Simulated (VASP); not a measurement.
# Ti3Ni (Pm-3m) in VASP: single point with PBEsol+D4

Aim: the single point of Ti3Ni with PBEsol+D4.

Everything below comes from runs of VASP 6.6.1. Logs are shortened: lines on timing, memory, paths and dates and some standing lists are left out, and cuts for length are marked.

## Step 1: The cell of the first run

Symmetry: Pm-3m, No. 221, cubic system. The conventional cell has a = 3.935 Å, b = 3.935 Å, c = 3.935 Å, α = 90.00°, β = 90.00°, γ = 90.00°. Ti (site symmetry 4/mmm) has 8 Ti at 2.78 Å and 4 Ni at 2.78 Å within 3.7 Å. Ti (site symmetry 4/mmm) has 8 Ti at 2.78 Å and 4 Ni at 2.78 Å within 3.7 Å. Ni (site symmetry m-3m) has 12 Ti at 2.78 Å within 3.7 Å.

## Step 2: Single point, PBEsol+D4, collinear spin, antiferromagnetic start

The input, INCAR:

```
PREC = Accurate
ENCUT = 520
EDIFF = 1E-6
ISMEAR = -1
SIGMA = 0.1
LREAL = False
LASPH = True
NELM = 150
ALGO = Normal
ISIF = 2
LWAVE = False
LCHARG = False
ISPIN = 2
MAGMOM = 0 0 0 0 0 0 1.2 -1.2
LORBIT = 11
LMAXMIX = 4
GGA = PS
IVDW = 13
NBANDS = 60
```

The input, KPOINTS:

```
Automatic mesh
0
Gamma
  6 3 6
```

The input, POSCAR:

```
Ti3Ni
1.0
    3.9351800000      0.0000000000      0.0000000000
    0.0000000000      7.8703500000      0.0000000000
    0.0000000000      0.0000000000      3.9351800000
Ti Ni
6 2
Direct
    0.0000000000      0.2500000000      0.5000000000
    0.5000000000      0.0000000000      0.5000000000
    0.5000000000      0.2500000000      0.0000000000
    0.0000000000      0.7500000000      0.5000000000
    0.5000000000      0.5000000000      0.5000000000
    0.5000000000      0.7500000000      0.0000000000
    0.0000000000      0.0000000000      0.0000000000
    0.0000000000      0.5000000000      0.0000000000
```

Potentials or basis: VASP PAW PBE potentials, release 64 (Ti_sv, Ni).

Run with:

```sh
cat potpaw_PBE.64/Ti_sv/POTCAR potpaw_PBE.64/Ni/POTCAR > POTCAR
mpirun -np 1 vasp_std > vasp.out
```

OUTCAR:

```text
PREC = Accurate
   ENCUT = 520
   EDIFF = 1E-6
   ISMEAR = -1
   LREAL = False
   LASPH = True
   NELM = 150
   ISIF = 2
   ISPIN = 2
   LORBIT = 11
   GGA = PS
   IVDW = 13

 ion  position               nearest neighbor table
   1  0.000  0.250  0.500-   2 2.78   5 2.78   7 2.78   8 2.78   7 2.78   8 2.78   2 2.78   5 2.78
                             3 2.78   3 2.78   3 2.78   3 2.78
   2  0.500  0.000  0.500-   1 2.78   3 2.78   4 2.78   6 2.78   3 2.78   6 2.78   1 2.78   4 2.78
                             7 2.78   7 2.78   7 2.78   7 2.78
   3  0.500  0.250  0.000-   2 2.78   5 2.78   7 2.78   8 2.78   2 2.78   5 2.78   7 2.78   8 2.78
                             1 2.78   1 2.78   1 2.78   1 2.78
   4  0.000  0.750  0.500-   2 2.78   5 2.78   7 2.78   8 2.78   7 2.78   8 2.78   2 2.78   5 2.78
                             6 2.78   6 2.78   6 2.78   6 2.78
   5  0.500  0.500  0.500-   1 2.78   3 2.78   4 2.78   6 2.78   3 2.78   6 2.78   1 2.78   4 2.78
                             8 2.78   8 2.78   8 2.78   8 2.78
   6  0.500  0.750  0.000-   2 2.78   5 2.78   7 2.78   8 2.78   2 2.78   5 2.78   7 2.78   8 2.78
                             4 2.78   4 2.78   4 2.78   4 2.78
   7  0.000  0.000  0.000-   1 2.78   3 2.78   4 2.78   6 2.78   1 2.78   4 2.78   3 2.78   6 2.78
                             2 2.78   2 2.78   2 2.78   2 2.78
   8  0.000  0.500  0.000-   1 2.78   3 2.78   4 2.78   6 2.78   1 2.78   4 2.78   3 2.78   6 2.78
                             5 2.78   5 2.78   5 2.78   5 2.78

  LATTYP: Found a simple tetragonal cell.
 ALAT       =     3.9351800000
 C/A-ratio  =     1.9999974588

  Lattice vectors:

 A1 = (  -3.9351800000,   0.0000000000,   0.0000000000)
 A2 = (   0.0000000000,   0.0000000000,   3.9351800000)
 A3 = (   0.0000000000,   7.8703500000,   0.0000000000)

Analysis of symmetry for initial positions (statically):
=====================================================================
 Subroutine PRICEL returns following result:

  LATTYP: Found a simple cubic cell.
 ALAT       =     3.9351800000

  Lattice vectors:

 A1 = (   3.9351800000,   0.0000000000,   0.0000000000)
 A2 = (   0.0000000000,   3.9351750000,   0.0000000000)
 A3 = (   0.0000000000,   0.0000000000,   3.9351800000)

   2 primitive cells build up your supercell.

 Routine SETGRP: Setting up the symmetry group for a
 simple tetragonal supercell.

 Subroutine GETGRP returns: Found 16 space group operations
 (whereof 16 operations were pure point group operations)
 out of a pool of 16 trial point group operations.

The static configuration has the point symmetry D_4h.

Analysis of symmetry for dynamics (positions and initial velocities):
=====================================================================
 Subroutine PRICEL returns following result:

  LATTYP: Found a simple cubic cell.
 ALAT       =     3.9351800000

  Lattice vectors:

 A1 = (   3.9351800000,   0.0000000000,   0.0000000000)
 A2 = (   0.0000000000,   3.9351750000,   0.0000000000)
 A3 = (   0.0000000000,   0.0000000000,   3.9351800000)

   2 primitive cells build up your supercell.

 Routine SETGRP: Setting up the symmetry group for a
 simple tetragonal supercell.

 Subroutine GETGRP returns: Found 16 space group operations
 (whereof 16 operations were pure point group operations)
 out of a pool of 16 trial point group operations.

The dynamic configuration has the point symmetry D_4h.

Analysis of structural, dynamic, and magnetic symmetry:
=====================================================================
 Subroutine PRICEL returns following result:

  LATTYP: Found a simple cubic cell.
 ALAT       =     3.9351800000

  Lattice vectors:

 A1 = (   3.9351800000,   0.0000000000,   0.0000000000)
 A2 = (   0.0000000000,   3.9351750000,   0.0000000000)
 A3 = (   0.0000000000,   0.0000000000,   3.9351800000)

   2 primitive cells build up your supercell.

 Routine SETGRP: Setting up the symmetry group for a
 simple tetragonal supercell.

 Subroutine GETGRP returns: Found 16 space group operations
 (whereof 16 operations were pure point group operations)
 out of a pool of 16 trial point group operations.

The overall configuration has the point symmetry D_4h.

 Subroutine INISYM returns: Found 16 space group operations
 (whereof 16 operations are pure point group operations),
 and found     2 'primitive' translations

----------------------------------------------------------------------------------------

                                     Primitive cell

  volume of cell :      60.9387

  direct lattice vectors                    reciprocal lattice vectors
     3.935180000  0.000000000  0.000000000     0.254117982  0.000000000  0.000000000
     0.000000000  3.935175000  0.000000000     0.000000000  0.254118305  0.000000000
     0.000000000  0.000000000  3.935180000     0.000000000  0.000000000  0.254117982

  length of vectors
     3.935180000  3.935175000  3.935180000     0.254117982  0.254118305  0.254117982

  position of ions in fractional coordinates (direct lattice)
     0.000000000  0.500000000  0.500000000
     0.500000000  0.000000000  0.500000000
     0.500000000  0.500000000  0.000000000
     0.000000000  0.000000000  0.000000000

  ion indices of the primitive-cell ions
   primitive index   ion index
                 1           1
                 2           2
                 3           3
                 4           7

----------------------------------------------------------------------------------------

 KPOINTS: Automatic mesh

Automatic generation of k-mesh.
 Grid dimensions read from file:
 generate k-points for:    6    3    6

 Generating k-lattice:

  Cartesian coordinates                     Fractional coordinates (reciprocal lattice)
     0.042352997  0.000000000  0.000000000     0.166666667  0.000000000  0.000000000
     0.000000000  0.042353051  0.000000000     0.000000000  0.333333333  0.000000000
     0.000000000  0.000000000  0.042352997     0.000000000  0.000000000  0.166666667

  Length of vectors
     0.042352997  0.042353051  0.042352997

  Shift w.r.t. Gamma in fractional coordinates (k-lattice)
     0.000000000  0.000000000  0.000000000

 Subroutine IBZKPT returns following result:
 ===========================================

 Found     20 irreducible k-points:

 Following reciprocal coordinates:
            Coordinates               Weight
  0.000000  0.000000  0.000000      1.000000
  0.166667  0.000000  0.000000      4.000000
  0.333333  0.000000  0.000000      4.000000
  0.500000  0.000000  0.000000      2.000000
  0.000000  0.333333  0.000000      2.000000
  0.166667  0.333333  0.000000      8.000000
[... 12 lines left out ...]
  0.500000  0.000000  0.500000      1.000000
  0.500000  0.333333  0.500000      2.000000
   k-points           NKPTS =     20   k-points in BZ     NKDIM =     20   number of bands    NBANDS=     60
   number of dos      NEDOS =    301   number of ions     NIONS =      8
   total plane-waves  NPLWV =  54000
   dimension x,y,z NGX =    30 NGY =   60 NGZ =   30
   dimension x,y,z NGXF=    60 NGYF=  120 NGZF=   60
   ions per type =               6   2
   NGX,Y,Z   is equivalent  to a cutoff of  12.67, 12.67, 12.67 a.u.
   NGXF,Y,Z  is equivalent  to a cutoff of  25.35, 25.35, 25.35 a.u.
 SYSTEM =  unknown system
   PREC   = accura    normal or accurate (medium, high low for compatibility)
   ISTART =      0    job   : 0-new  1-cont  2-samecut
   ICHARG =      2    charge: 1-file 2-atom 10-const
   ISPIN  =      2    spin polarized calculation?
   LNONCOLLINEAR =      F non collinear calculations
   LSORBIT =      F    spin-orbit coupling
   LASPH  =      T    aspherical Exc in radial PAW
   ENCUT  =  520.0 eV  38.22 Ry    6.18 a.u.   7.32 14.63  7.32*2*pi/ulx,y,z
   NELM   =    150;   NELMIN=  2; NELMDL= -5     # of ELM steps
   EDIFF  = 0.1E-05   stopping-criterion for ELM
   LREAL  =      F    real-space projection
   EDIFFG = 0.1E-04   stopping-criterion for IOM
   NSW    =      0    number of steps for IOM
   IBRION =     -1    ionic relax: 0-MD 1-quasi-New 2-CG
   NFREE  =      0    steps in history (QN), initial steepest desc. (CG)
   ISIF   =      2    stress and relaxation
   ISYM   =      2    0-nonsym 1-usesym 2-fastsym
   POTIM  = 0.5000    time-step for ionic-motion
   TEBEG  =    0.0;   TEEND  =   0.0 temperature during run
   PSTRESS=    0.0 pullay stress
   NELECT =      92.0000    total number of electrons
   NUPDOWN=      -1.0000    fix difference up-down
   EMIN   =  10.00;   EMAX   =-10.00  energy-range for DOS
   EFERMI =   0.00;   METHOD = LEGACY
   ISMEAR =    -1;   SIGMA  =   0.10  broadening in eV -4-tet -1-fermi 0-gaus
   EFERMI_NEDOS =   21; number of points for ismear=-14 and -15
   IALGO  =     38    algorithm
   IMIX   =      4    mixing-type and parameters
     AMIX     =   0.40;   BMIX     =  1.00
     AMIX_MAG =   1.60;   BMIX_MAG =  1.00
  volume/ion in A,a.u.               =      15.23       102.81
  Fermi-wavevector in a.u.,A,eV,Ry     =   1.490607  2.816838 30.230892  2.221908
  Thomas-Fermi vector in A             =   2.603367
   LORBIT       =     11    0 simple, 1 ext, 2 COOP (PROOUT), +10 PAW based schemes
   GGA     = PS    functional components
   LHFCALC =     F    Hartree Fock is set to
   AEXX    =    0.0000 exact exchange contribution
   IVDW    =    13    specifies the selected vdW correction
   LEPSILON=     F    determine dielectric tensor
   LRPA    =     F    only Hartree local field effects (RPA)
 spin polarized calculation
  energy-cutoff  :      520.00
  volume of cell :      121.88
 maximum number of plane-waves:      3321
 NGX is ok and might be reduce to    30
   NGX = 15   NGY = 29   NGZ = 15

 number of electron      91.9999963 magnetization      -0.0000000

 number of electron      91.9999963 magnetization       0.0000000

 Free energy of the ion-electron system (eV)
  ---------------------------------------------------
  ext. energy  EPLUGINS =         0.00000000
  ---------------------------------------------------
  free energy    TOTEN  =       -63.15153589 eV

  energy without entropy =      -62.70139688  energy(sigma->0) =      -62.92646638

 E-fermi :   8.5621     XC(G=0): -12.1193

 val. band max:        8.5591649214   @ k =   0.3333   0.0000   0.0000
 cond. band min:       8.6046019696   @ k =   0.3333   0.3333   0.0000
 fundamental gap:      0.0454370483
 Fermi energy:         8.5620960060

 spin component 1

 k-point     1 :       0.0000    0.0000    0.0000
  band No.  band energies     occupation
      1     -47.8601      1.00000
      2     -47.7916      1.00000
      3     -47.7234      1.00000
      4     -47.6550      1.00000
      5     -47.6550      1.00000
      6     -47.6543      1.00000
[... 1209 lines left out ...]
     57      10.8087      0.00000
     58      10.8087      0.00000
 Fermi energy:         8.5620960060

 spin component 2

 k-point     1 :       0.0000    0.0000    0.0000
  band No.  band energies     occupation
      1     -47.8601      1.00000
      2     -47.7916      1.00000
      3     -47.7234      1.00000
      4     -47.6550      1.00000
      5     -47.6550      1.00000
      6     -47.6543      1.00000
[... 1209 lines left out ...]
     57      10.8087      0.00000
     58      10.8087      0.00000
 [bands above 58 left out]

------------------------ aborting loop because EDIFF is reached ----------------------------------------

  DFT-D4 for vdW energy calculation

  Edisp (eV):   -1.17288

  FORCE on cell =-STRESS in cart. coord.  units (eV):
  Direction    XX          YY          ZZ          XY          YZ          ZX
  --------------------------------------------------------------------------------------
  -------------------------------------------------------------------------------------
  Total      -4.91796    -4.91806    -4.91796     0.00000    -0.00000     0.00000
  in kB     -64.65051   -64.65182   -64.65051     0.00000    -0.00000     0.00000
  external pressure =      -64.65 kB  Pullay stress =        0.00 kB

 VOLUME and BASIS-vectors are now :
 -----------------------------------------------------------------------------
  energy-cutoff  :      520.00
  volume of cell :      121.88
      direct lattice vectors                 reciprocal lattice vectors
     3.935180000  0.000000000  0.000000000     0.254117982  0.000000000  0.000000000
     0.000000000  7.870350000  0.000000000     0.000000000  0.127059152  0.000000000
     0.000000000  0.000000000  3.935180000     0.000000000  0.000000000  0.254117982

 POSITION                                       TOTAL-FORCE (eV/Angst)
 -----------------------------------------------------------------------------------
      0.00000      1.96759      1.96759         0.000000     -0.000000     -0.000000
      1.96759      0.00000      1.96759         0.000000     -0.000000      0.000000
      1.96759      1.96759      0.00000        -0.000000     -0.000000      0.000000
      0.00000      5.90276      1.96759         0.000000     -0.000000     -0.000000
      1.96759      3.93518      1.96759         0.000000      0.000000      0.000000
      1.96759      5.90276      0.00000        -0.000000     -0.000000      0.000000
      0.00000      0.00000      0.00000         0.000000     -0.000000      0.000000
      0.00000      3.93518      0.00000         0.000000     -0.000000      0.000000
 -----------------------------------------------------------------------------------
    total drift:                                0.000000      0.000000     -0.000000

  FREE ENERGIE OF THE ION-ELECTRON SYSTEM (eV)
  ---------------------------------------------------
  free  energy   TOTEN  =       -64.3244170279 eV

  energy  without entropy=      -63.8742780159  energy(sigma->0) =      -64.09934752

 total charge

# of ion       s       p       d       tot
------------------------------------------
    1        2.252   6.126   1.933  10.311
    2        2.252   6.126   1.933  10.311
    3        2.252   6.126   1.933  10.311
    4        2.252   6.126   1.933  10.311
    5        2.252   6.126   1.933  10.311
    6        2.252   6.126   1.933  10.311
    7        0.533   0.479   8.240   9.252
    8        0.533   0.479   8.240   9.252
--------------------------------------------------
tot         14.578  37.713  28.078  80.369

 magnetization (x)

# of ion       s       p       d       tot
------------------------------------------
    1        0.000   0.000   0.000   0.000
    2        0.000   0.000   0.000   0.000
    3        0.000   0.000   0.000   0.000
    4        0.000   0.000   0.000   0.000
    5       -0.000  -0.000  -0.000  -0.000
    6        0.000   0.000   0.000   0.000
    7       -0.000   0.000  -0.000  -0.000
    8        0.000  -0.000   0.000   0.000
--------------------------------------------------
tot          0.000   0.000   0.000   0.000
```

Wall time 9.7 min (1 thread of Intel Xeon Platinum 8375C at 2.90GHz (Ice Lake), shared host); peak memory 0.39 GiB.

What came out:

```yaml
Free_energy: -64.3244 eV
Pressure: -6.5 GPa
Band_gap_on_the_k_mesh: zero (filled and empty bands overlap)
Net_moment: 0.00 μB per cell
Valence_electrons_inside_the_program's_atomic_spheres: Ti 10.31; Ni 9.25
Dispersion_energy_per_atom: -0.147 eV
```

Levels at points of the mesh, in eV from the Fermi level:
Spin up:
```tsv
k point	band 42	band 43	band 44	band 45	band 46	band 47	band 48	band 49	band 50	band 51
(0.00, 0.00, 0.00)	-0.65	-0.35	-0.35	-0.35	0.39	0.39	0.96	0.96	1.11	1.29
(0.50, 0.00, 0.00)	-0.76	-0.76	-0.65	-0.65	-0.35	-0.12	-0.12	0.96	0.96	1.11
(0.50, 0.00, 0.50)	-0.64	-0.64	-0.35	-0.12	-0.12	0.49	0.49	0.49	0.77	0.77
```
Spin down:
```tsv
k point	band 44	band 45	band 46	band 47	band 48	band 49
(0.00, 0.00, 0.00)	-0.35	-0.35	0.39	0.39	0.96	0.96
(0.50, 0.00, 0.00)	-0.65	-0.65	-0.35	-0.12	-0.12	0.96
(0.50, 0.00, 0.50)	-0.35	-0.12	-0.12	0.49	0.49	0.49
```

Caveat: the cell stands under tension; the PAW data sets were made with another functional, which shifts forces and pressure a little.
